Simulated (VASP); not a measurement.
# Co (P6_3/mmc) in VASP: further runs, part 2 of 2

VASP 6.6.1. The steps go on from the part before.

### 4 Single point, PBE, collinear spin, ferromagnetic start

Input file INCAR:

```
SYSTEM = Co
  PREC = Accurate
  ENCUT = 520
  EDIFF = 1E-6
  ISMEAR = 0
  SIGMA = 0.012
  LREAL = .False.
  LASPH = .True.
  NELM = 150
  ALGO = Normal
  ISIF = 2
  LWAVE = .False.
  LCHARG = .False.
  ISPIN = 2
  MAGMOM = 2 2 2 2
  LORBIT = 11
  LMAXMIX = 4
  GGA = PE
  NBANDS = 30
```

Input file KPOINTS:

```
regular mesh
0
Gamma
  12 12 4
  0 0 0
```

Input file POSCAR:

```
Co
1.0
    2.4705617809      0.0000000000      0.0000000000
   -1.2352808905      2.1395692639      0.0000000000
    0.0000000000      0.0000000000      8.0882338000
Co
4
Direct
    0.6666666667      0.3333333333      0.7500000000
    0.0000000000      0.0000000000      0.5000000000
    0.3333333333      0.6666666667      0.2500000000
    0.0000000000      0.0000000000      0.0000000000
```

Potentials or basis: VASP PAW PBE potentials, release 64 (Co).

On the command line:

```
> cat potpaw_PBE.64/Co/POTCAR > POTCAR
> mpirun -np 1 vasp_std > vasp.out
```

OUTCAR:

```text
SYSTEM = Co
   PREC = Accurate
   ENCUT = 520
   EDIFF = 1E-6
   ISMEAR = 0
   LREAL = .False.
   LASPH = .True.
   NELM = 150
   ISIF = 2
   ISPIN = 2
   LORBIT = 11
   GGA = PE

 ion  position               nearest neighbor table
   1  0.667  0.333  0.750-   2 2.47   4 2.47   2 2.47   4 2.47   2 2.47   4 2.47
   2  0.000  0.000  0.500-   1 2.47   3 2.47   1 2.47   3 2.47   1 2.47   3 2.47
   3  0.333  0.667  0.250-   2 2.47   4 2.47   2 2.47   4 2.47   2 2.47   4 2.47
   4  0.000  0.000  0.000-   1 2.47   3 2.47   1 2.47   3 2.47   1 2.47   3 2.47

  LATTYP: Found a hexagonal cell.
 ALAT       =     2.4705617809
 C/A-ratio  =     3.2738439745

  Lattice vectors:

 A1 = (   2.4705617809,   0.0000000000,   0.0000000000)
[... 1813 lines left out ...]
    -1.235280890  2.139569264  0.000000000     0.000000000  0.467383794  0.000000000
     0.000000000  0.000000000  8.088233800     0.000000000  0.000000000  0.123636386

 POSITION                                       TOTAL-FORCE (eV/Angst)
 -----------------------------------------------------------------------------------
      1.23528      0.71319      6.06618        -0.000000      0.000000     -0.000000
      0.00000      0.00000      4.04412        -0.000000      0.000000      0.000000
     -0.00000      1.42638      2.02206         0.000000      0.000000      0.000000
      0.00000      0.00000      0.00000        -0.000000      0.000000      0.000000
 -----------------------------------------------------------------------------------
    total drift:                                0.000000     -0.000000      0.000000

  FREE ENERGIE OF THE ION-ELECTRON SYSTEM (eV)
  ---------------------------------------------------
  free  energy   TOTEN  =       -28.1006775089 eV

  energy  without entropy=      -28.1002523756  energy(sigma->0) =      -28.10046494

 total charge

# of ion       s       p       d       tot
------------------------------------------
    1        0.497   0.539   7.263   8.298
    2        0.498   0.535   7.272   8.304
    3        0.497   0.539   7.263   8.298
    4        0.498   0.535   7.272   8.304
--------------------------------------------------
tot          1.988   2.148  29.069  33.205

 magnetization (x)

# of ion       s       p       d       tot
------------------------------------------
    1       -0.013  -0.052   1.738   1.673
    2       -0.013  -0.049   1.710   1.649
    3       -0.013  -0.052   1.738   1.673
    4       -0.013  -0.049   1.710   1.649
--------------------------------------------------
tot         -0.052  -0.201   6.896   6.643
```

Run time: 3.4 min. Hardware: 1 thread of Intel Xeon Platinum 8259CL at 2.50GHz (Skylake/Cascade Lake), shared host; peak memory 0.22 GiB.

What came out:

| Property | Result |
| --- | --- |
| Free energy | -28.1007 eV |
| Pressure | 3.8 GPa |
| Net moment | 6.58 μB per cell |
| Site moments | Co +1.67, +1.65 (each value once) μB |
| Valence electrons inside the program's atomic spheres | Co 8.30 |

Levels at points of the mesh, in eV from the Fermi level:
Spin up:
| k point | band 18 | band 19 | band 20 | band 21 | band 22 | band 23 | band 24 | band 25 | band 26 | band 27 |
| --- | --- | --- | --- | --- | --- | --- | --- | --- | --- | --- |
| (0.00, 0.00, 0.00) | -1.52 | -1.52 | -1.20 | -1.20 | -0.81 | -0.81 | -0.29 | 6.24 | 14.81 | 14.81 |
| (0.50, 0.00, 0.00) | -0.56 | -0.55 | -0.54 | 0.28 | 1.39 | 2.50 | 3.13 | 7.05 | 7.07 | 10.43 |
| (0.00, 0.00, 0.50) | -1.67 | -1.67 | -1.67 | -0.98 | -0.98 | -0.98 | -0.98 | 9.25 | 9.25 | 20.89 |
| (0.50, 0.00, 0.50) | -0.69 | -0.57 | -0.57 | 1.25 | 1.25 | 2.82 | 2.82 | 7.40 | 7.40 | 9.35 |
Spin down:
| k point | band 11 | band 12 | band 13 | band 14 | band 15 | band 16 | band 17 | band 18 |
| --- | --- | --- | --- | --- | --- | --- | --- | --- |
| (0.00, 0.00, 0.00) | -1.13 | -0.84 | -0.84 | -0.80 | -0.80 | -0.33 | 0.07 | 0.07 |
| (0.50, 0.00, 0.00) | -0.81 | -0.09 | -0.05 | 0.52 | 1.21 | 1.23 | 1.24 | 1.27 |
| (0.00, 0.00, 0.50) | -1.04 | -1.04 | -0.94 | -0.94 | -0.94 | -0.94 | 0.25 | 0.25 |
| (0.50, 0.00, 0.50) | -0.84 | -0.84 | -0.24 | -0.24 | 0.83 | 0.83 | 1.23 | 1.23 |

Caveat: the cell stands under pressure.

### 5 Single point, BLYP, collinear spin, ferromagnetic start

This run uses another cell than the first one, of 11.40 Å³/atom.

Input file INCAR:

```
AGGAC = 1.0
AGGAX = 1.0
ALDAC = 0.0
ALDAX = 1.0
ALGO = Normal
EDIFF = 1E-6
ENCUT = 520
GGA = B5
ISIF = 2
ISMEAR = -1
ISPIN = 2
LASPH = T
LCHARG = T
LELF = T
LMAXMIX = 4
LORBIT = 11
LREAL = F
LVHAR = T
LWAVE = F
MAGMOM = 2 2 2 2
NBANDS = 30
NELM = 150
PREC = Accurate
SIGMA = 0.05
```

Input file KPOINTS:

```
k-points
0
Gamma
  12 12 4
```

Input file POSCAR:

```
Co
1.0
    2.5359377931      0.0000000000      0.0000000000
   -1.2679688966      2.1961865513      0.0000000000
    0.0000000000      0.0000000000      8.1910924618
Co
4
Direct
    0.6666666667      0.3333333333      0.7500000000
    0.0000000000      0.0000000000      0.5000000000
    0.3333333333      0.6666666667      0.2500000000
    0.0000000000      0.0000000000      0.0000000000
```

Potentials or basis: VASP PAW PBE potentials, release 64 (Co).

On the command line:

```
> cat potpaw_PBE.64/Co/POTCAR > POTCAR
> mpirun -np 1 vasp_std > vasp.out
```

OUTCAR:

```text
EDIFF = 1E-6
   ENCUT = 520
   GGA = B5
   ISIF = 2
   ISMEAR = -1
   ISPIN = 2
   LASPH = T
   LORBIT = 11
   LREAL = F
   NELM = 150
   PREC = Accurate

 ion  position               nearest neighbor table
   1  0.667  0.333  0.750-   2 2.52   4 2.52   2 2.52   4 2.52   2 2.52   4 2.52
   2  0.000  0.000  0.500-   1 2.52   3 2.52   1 2.52   3 2.52   1 2.52   3 2.52
   3  0.333  0.667  0.250-   2 2.52   4 2.52   2 2.52   4 2.52   2 2.52   4 2.52
   4  0.000  0.000  0.000-   1 2.52   3 2.52   1 2.52   3 2.52   1 2.52   3 2.52

  LATTYP: Found a hexagonal cell.
 ALAT       =     2.5359377931
 C/A-ratio  =     3.2300052801

  Lattice vectors:

 A1 = (   2.5359377931,   0.0000000000,   0.0000000000)
 A2 = (  -1.2679688966,   2.1961865513,   0.0000000000)
 A3 = (   0.0000000000,   0.0000000000,   8.1910924618)

Analysis of symmetry for initial positions (statically):
=====================================================================
 Subroutine PRICEL returns:
 Original cell was already a primitive cell.

 Routine SETGRP: Setting up the symmetry group for a
 hexagonal supercell.

 Subroutine GETGRP returns: Found 24 space group operations
 (whereof 12 operations were pure point group operations)
 out of a pool of 24 trial point group operations.

The static configuration has the point symmetry D_3d.
 The point group associated with its full space group is D_6h.

Analysis of symmetry for dynamics (positions and initial velocities):
=====================================================================
 Subroutine PRICEL returns:
 Original cell was already a primitive cell.

 Routine SETGRP: Setting up the symmetry group for a
 hexagonal supercell.

 Subroutine GETGRP returns: Found 24 space group operations
 (whereof 12 operations were pure point group operations)
 out of a pool of 24 trial point group operations.

The dynamic configuration has the point symmetry D_3d.
 The point group associated with its full space group is D_6h.

Analysis of structural, dynamic, and magnetic symmetry:
=====================================================================
 Subroutine PRICEL returns:
 Original cell was already a primitive cell.

 Routine SETGRP: Setting up the symmetry group for a
 hexagonal supercell.

 Subroutine GETGRP returns: Found 24 space group operations
 (whereof 12 operations were pure point group operations)
 out of a pool of 24 trial point group operations.

The overall configuration has the point symmetry D_3d.
 The point group associated with its full space group is D_6h.

 Subroutine INISYM returns: Found 24 space group operations
 (whereof 12 operations are pure point group operations),
 and found     1 'primitive' translations

----------------------------------------------------------------------------------------

                                     Primitive cell

  volume of cell :      45.6194

  direct lattice vectors                    reciprocal lattice vectors
     2.535937793  0.000000000  0.000000000     0.394331439  0.227667363  0.000000000
[... 84 lines left out ...]
   ISPIN  =      2    spin polarized calculation?
   LNONCOLLINEAR =      F non collinear calculations
   LSORBIT =      F    spin-orbit coupling
   LASPH  =      T    aspherical Exc in radial PAW
   ENCUT  =  520.0 eV  38.22 Ry    6.18 a.u.   4.72  4.72 15.23*2*pi/ulx,y,z
   NELM   =    150;   NELMIN=  2; NELMDL= -5     # of ELM steps
   EDIFF  = 0.1E-05   stopping-criterion for ELM
   LREAL  =      F    real-space projection
   EDIFFG = 0.1E-04   stopping-criterion for IOM
   NSW    =      0    number of steps for IOM
   IBRION =     -1    ionic relax: 0-MD 1-quasi-New 2-CG
   NFREE  =      0    steps in history (QN), initial steepest desc. (CG)
   ISIF   =      2    stress and relaxation
   ISYM   =      2    0-nonsym 1-usesym 2-fastsym
   POTIM  = 0.5000    time-step for ionic-motion
   TEBEG  =    0.0;   TEEND  =   0.0 temperature during run
   PSTRESS=    0.0 pullay stress
   NELECT =      36.0000    total number of electrons
   NUPDOWN=      -1.0000    fix difference up-down
   EMIN   =  10.00;   EMAX   =-10.00  energy-range for DOS
   EFERMI =   0.00;   METHOD = LEGACY
   ISMEAR =    -1;   SIGMA  =   0.05  broadening in eV -4-tet -1-fermi 0-gaus
   EFERMI_NEDOS =   21; number of points for ismear=-14 and -15
   IALGO  =     38    algorithm
   IMIX   =      4    mixing-type and parameters
     AMIX     =   0.40;   BMIX     =  1.00
     AMIX_MAG =   1.60;   BMIX_MAG =  1.00
  volume/ion in A,a.u.               =      11.40        76.96
  Fermi-wavevector in a.u.,A,eV,Ry     =   1.512838  2.858849 31.139369  2.288679
  Thomas-Fermi vector in A             =   2.622709
   LORBIT       =     11    0 simple, 1 ext, 2 COOP (PROOUT), +10 PAW based schemes
   GGA     = B5    functional components
   LHFCALC =     F    Hartree Fock is set to
   AEXX    =    0.0000 exact exchange contribution
   IVDW    =     0    specifies the selected vdW correction
   LEPSILON=     F    determine dielectric tensor
   LRPA    =     F    only Hartree local field effects (RPA)
 spin polarized calculation
  energy-cutoff  :      520.00
  volume of cell :       45.62
 maximum number of plane-waves:      1255
 NGX is ok and might be reduce to    20
   NGX =  9   NGY =  9   NGZ = 31

 number of electron      36.0000014 magnetization       6.6324534

 Free energy of the ion-electron system (eV)
  ---------------------------------------------------
  ext. energy  EPLUGINS =         0.00000000
  ---------------------------------------------------
  free energy    TOTEN  =       -24.24460607 eV

  energy without entropy =      -24.21048521  energy(sigma->0) =      -24.22754564

 E-fermi :  10.0847     XC(G=0): -12.5200

 val. band max:       10.0804414376   @ k =   0.3333   0.0833   0.2500
 cond. band min:      10.0942587504   @ k =   0.0833   0.0833   0.2500
 fundamental gap:      0.0138173127
 Fermi energy:        10.0846701479

 spin component 1

 k-point     1 :       0.0000    0.0000    0.0000
  band No.  band energies     occupation
      1       1.5540      1.00000
      2       3.7112      1.00000
      3       3.7340      1.00000
      4       5.1825      1.00000
      5       7.2361      1.00000
      6       7.2711      1.00000
[... 781 lines left out ...]
     29      24.5251      0.00000
     30      25.1724      0.00000

 [... further k-points ...]

 spin component 2

 k-point     1 :       0.0000    0.0000    0.0000
  band No.  band energies     occupation
      1       1.6027      1.00000
      2       3.8410      1.00000
      3       3.8464      1.00000
      4       6.1275      1.00000
      5       8.5749      1.00000
      6       8.6437      1.00000
[... 781 lines left out ...]
     29      24.9134      0.00000
     30      25.6041      0.00000

 [... further k-points ...]

------------------------ aborting loop because EDIFF is reached ----------------------------------------

  FORCE on cell =-STRESS in cart. coord.  units (eV):
  Direction    XX          YY          ZZ          XY          YZ          ZX
  --------------------------------------------------------------------------------------
  -------------------------------------------------------------------------------------
  Total       -0.0681526     -0.0681526     -0.0958145      0.0000000      0.0000000      0.0000000
  in kB       -2.3935557     -2.3935557     -3.3650533      0.0000000      0.0000000      0.0000000
  external PRESSURE =      -2.7173882 kB  Pullay stress =       0.0000000 kB

 VOLUME and BASIS-vectors are now :
 -----------------------------------------------------------------------------
  energy-cutoff  :      520.00
  volume of cell :       45.62
      direct lattice vectors                 reciprocal lattice vectors
     2.535937793  0.000000000  0.000000000     0.394331439  0.227667363  0.000000000
    -1.267968897  2.196186551  0.000000000     0.000000000  0.455334725  0.000000000
     0.000000000  0.000000000  8.191092462     0.000000000  0.000000000  0.122083837

 POSITION                                       TOTAL-FORCE (eV/Angst)
 -----------------------------------------------------------------------------------
      1.26797      0.73206      6.14332        -0.000000      0.000000     -0.000000
      0.00000      0.00000      4.09555        -0.000000      0.000000      0.000000
     -0.00000      1.46412      2.04777         0.000000     -0.000000     -0.000000
      0.00000      0.00000      0.00000        -0.000000      0.000000      0.000000
 -----------------------------------------------------------------------------------
    total drift:                                0.000000     -0.000000      0.000000

  FREE ENERGIE OF THE ION-ELECTRON SYSTEM (eV)
  ---------------------------------------------------
  free  energy   TOTEN  =       -24.2446060736 eV

  energy  without entropy=      -24.2104852124  energy(sigma->0) =      -24.22754564

 total charge

# of ion       s       p       d       tot
------------------------------------------
    1        0.467   0.465   7.276   8.208
    2        0.468   0.463   7.283   8.213
    3        0.467   0.465   7.276   8.208
    4        0.468   0.463   7.283   8.213
--------------------------------------------------
tot          1.870   1.855  29.118  32.843

 magnetization (x)

# of ion       s       p       d       tot
------------------------------------------
    1       -0.012  -0.044   1.743   1.687
    2       -0.012  -0.042   1.724   1.670
    3       -0.012  -0.044   1.743   1.687
    4       -0.012  -0.042   1.724   1.670
--------------------------------------------------
tot         -0.048  -0.173   6.935   6.715
```

stdout:

```text
POSCAR found type information on POSCAR Co
 POSCAR found :  1 types and       4 ions
 scaLAPACK will be used
 -----------------------------------------------------------------------------
|                                                                             |
|                                                                             |
|     You enforced a specific xc type in the INCAR file but a different       |
|     I HOPE YOU KNOW WHAT YOU ARE DOING!                                     |
|                                                                             |
 -----------------------------------------------------------------------------

 LDA part: xc-table for (Slater(with rela. corr.)+VWN5), standard interpolation
 POSCAR, INCAR and KPOINTS ok, starting setup
 FFT: planning ... GRIDC
 FFT: planning ... GRID_SOFT
 FFT: planning ... GRID
 WAVECAR not read
 entering main loop
```

Run time: 4.3 min. Hardware: 1 thread of Intel Xeon Platinum 8259CL at 2.50GHz (Skylake/Cascade Lake), shared host; peak memory 0.24 GiB.

Results:

* Free energy: -24.2446 eV
* Pressure: -0.3 GPa
* Net moment: 6.63 μB per cell
* Site moments: Co +1.69, +1.67 (each value once) μB
* Valence electrons inside the program's atomic spheres: Co 8.21

Stress tensor (GPa, compression positive):
```
-0.24  0.00  0.00
 0.00 -0.24  0.00
 0.00  0.00 -0.34
```

Caveat: the PAW data sets were made with another functional, which shifts forces and pressure a little.

### 6 Single point, PBE, collinear spin, ferromagnetic start

Input file INCAR:

```
PREC = Accurate
ENCUT = 520
EDIFF = 1E-7
ISMEAR = -1
SIGMA = 0.05
LREAL = F
LASPH = T
NELM = 150
ALGO = Fast
ISIF = 2
LWAVE = F
LCHARG = T
ISPIN = 2
MAGMOM = 2 2 2 2
LORBIT = 11
LMAXMIX = 4
GGA = PE
LELF = T
LVHAR = T
NBANDS = 30
```

Input file KPOINTS:

```
regular mesh
0
Gamma
  5 5 2
```

Input file POSCAR:

```
Co
1.0
    2.4705617809      0.0000000000      0.0000000000
   -1.2352808905      2.1395692639      0.0000000000
    0.0000000000      0.0000000000      8.0882338000
Co
4
Direct
    0.6666666667      0.3333333333      0.7500000000
    0.0000000000      0.0000000000      0.5000000000
    0.3333333333      0.6666666667      0.2500000000
    0.0000000000      0.0000000000      0.0000000000
```

Potentials or basis: VASP PAW PBE potentials, release 64 (Co).

On the command line:

```
> cat potpaw_PBE.64/Co/POTCAR > POTCAR
> mpirun -np 1 vasp_std > vasp.out
```

It took 22 s on 1 thread of Intel Xeon 6975P-C (Granite Rapids), shared host; peak memory 0.16 GiB.

The run converged. Its results:

```
Free energy                                           : -28.0499 eV
Pressure                                              : 5.6 GPa
Net moment                                            : 6.95 μB per cell
Site moments                                          : Co +1.75 μB
Valence electrons inside the program's atomic spheres : Co 8.30
```

Stress tensor (GPa, compression positive):
```
7.91 0.00 0.00
0.00 7.91 0.00
0.00 0.00 1.09
```

Levels at points of the mesh, in eV from the Fermi level:
Spin up:
| k point | band 19 | band 20 | band 21 | band 22 | band 23 | band 24 | band 25 | band 26 |
| --- | --- | --- | --- | --- | --- | --- | --- | --- |
| (0.00, 0.00, 0.00) | -1.50 | -1.19 | -1.19 | -0.79 | -0.79 | -0.23 | 6.30 | 14.87 |
| (0.00, 0.00, 0.50) | -1.66 | -1.66 | -0.97 | -0.97 | -0.97 | -0.97 | 9.31 | 9.31 |
Spin down:
```csv
k point,band 11,band 12,band 13,band 14,band 15,band 16,band 17,band 18
"(0.00, 0.00, 0.00)",-0.99,-0.71,-0.71,-0.68,-0.68,-0.24,0.19,0.19
"(0.00, 0.00, 0.50)",-0.91,-0.91,-0.82,-0.82,-0.82,-0.82,0.37,0.37
```

Caveat: the k points lie up to 0.59 Å⁻¹ apart.

### 7 The runs side by side

| task | level | potentials or basis | cell | k mesh | cutoff (eV) | smearing | gap on the mesh (eV) | pressure (GPa) | moment (μB) |
| --- | --- | --- | --- | --- | --- | --- | --- | --- | --- |
| relaxation of cell and atoms | RPBE | VASP PAW PBE potentials, release 64 (Co) | relaxed from a = 2.471, b = 2.471, c = 8.088 Å, angles 90.0, 90.0, 120.0°, 4 atoms | 12 × 12 × 4 | 600 | fermi-dirac 0.05 eV | none | 0.1 | 6.75 |
| single point | BLYP+D3(BJ) | VASP PAW PBE potentials, release 64 (Co_sv) | a = 2.420, b = 2.420, c = 7.923 Å, angles 90.0, 90.0, 120.0°, 4 atoms | 12 × 12 × 4 | 690 | fermi-dirac 0.05 eV | none | 12.6 | 6.10 |
| single point | PBE | VASP PAW PBE potentials, release 64 (Co) | a = 2.471, b = 2.471, c = 8.088 Å, angles 90.0, 90.0, 120.0°, 4 atoms | 12 × 12 × 4 | 520 | gaussian 0.012 eV | none | 3.8 | 6.58 |
| single point | BLYP | VASP PAW PBE potentials, release 64 (Co) | a = 2.536, b = 2.536, c = 8.191 Å, angles 90.0, 90.0, 120.0°, 4 atoms | 12 × 12 × 4 | 520 | fermi-dirac 0.05 eV | none | -0.3 | 6.63 |
| single point | PBE | VASP PAW PBE potentials, release 64 (Co) | a = 2.471, b = 2.471, c = 8.088 Å, angles 90.0, 90.0, 120.0°, 4 atoms | 5 × 5 × 2 | 520 | fermi-dirac 0.05 eV | none | 5.6 | 6.95 |

Alike in all rows: spin collinear, ferromagnetic start.

Caveats: some runs use coarse meshes; the PAW data sets were made with another functional, which shifts forces and pressure a little (at least some runs); the cell stands under pressure (at least some runs); the dispersion term is far too large for a dense solid, which distorts pressure and volume (at least some runs).

Absolute energies hang on the potentials; compare differences alone.

The gap in the log of VASP goes by the Fermi energy; the results here count the filled bands.